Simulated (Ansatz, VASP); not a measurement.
## One calculation of F, two programs

File INCAR:

```
SYSTEM = F
  PREC = Accurate
  ENCUT = 520
  EDIFF = 1E-6
  ISMEAR = 0
  SIGMA = 0.02
  LREAL = .False.
  LASPH = .True.
  NELM = 100
  ALGO = Normal
  ISIF = 2
  LWAVE = .False.
  LCHARG = .True.
  GGA = PS
  LELF = .True.
  LVHAR = .True.
  NBANDS = 22
```

KPOINTS

```
Automatic mesh
0
Gamma
  10 10 4
  0 0 0
```

POSCAR

```
F
1.0
    2.7500000000     -1.6400000000      0.0000000000
    2.7500000000      1.6400000000      0.0000000000
   -1.5347200000      0.0000000000      7.1163900000
F
4
Direct
    0.9680000000      0.6020000000      0.0997000000
    0.3980000000      0.0320000000      0.4003000000
    0.0320000000      0.3980000000      0.9003000000
    0.6020000000      0.9680000000      0.5997000000
```

Input for Ansatz:

```yaml
crystal:
  lattice:
    - [2.75, -1.64, 0.0]
    - [2.75, 1.64, 0.0]
    - [-1.53472, 0.0, 7.11639]
  atoms:
    - { symbol: F, position: [0.968, 0.602, 0.0997] }
    - { symbol: F, position: [0.398, 0.032, 0.4003] }
    - { symbol: F, position: [0.032, 0.398, 0.9003] }
    - { symbol: F, position: [0.602, 0.968, 0.5997] }
basis:
  ecutwfc: 420
kpoints:
  mp_grid: { grid: [10, 10, 4] }
hamiltonian:
  xc: pbesol
scf:
  occupations: { method: gaussian, width: 0.02 }
output:
  forces: true
  stress: true
  eigenvalues: true
  populations: true
```

Alike in both runs: task single point; functional PBEsol; k mesh 10 × 10 × 4; occupations gaussian, width 0.02 eV; no spin polarisation.

|  | VASP | Ansatz |
| --- | --- | --- |
| version | VASP 6.6.1 | Ansatz 0.2.0 |
| potentials or method | VASP PAW PBE potentials, release 64 (F), cutoff 520 eV | scalar-relativistic, plane waves, PAW |
| valence electrons in the cell | 28 | 28 |

```csv
,VASP,Ansatz,Ansatz less VASP
gap on the k mesh at the Fermi level (eV),1.85,1.90,+0.055
least direct gap on the mesh (eV),1.85,1.90,+0.055
pressure (GPa),-5.7,-5.8,-0.10
"traceless stress, the component that is largest in VASP (GPa)",-9.46,-10.68,-1.217
rms of the force components (eV/Å),1.221,1.379,+0.1586
```

VASP's potentials were made for PBE, not for PBEsol. Atom by atom the forces differ by 0.159 eV/Å (rms over components).
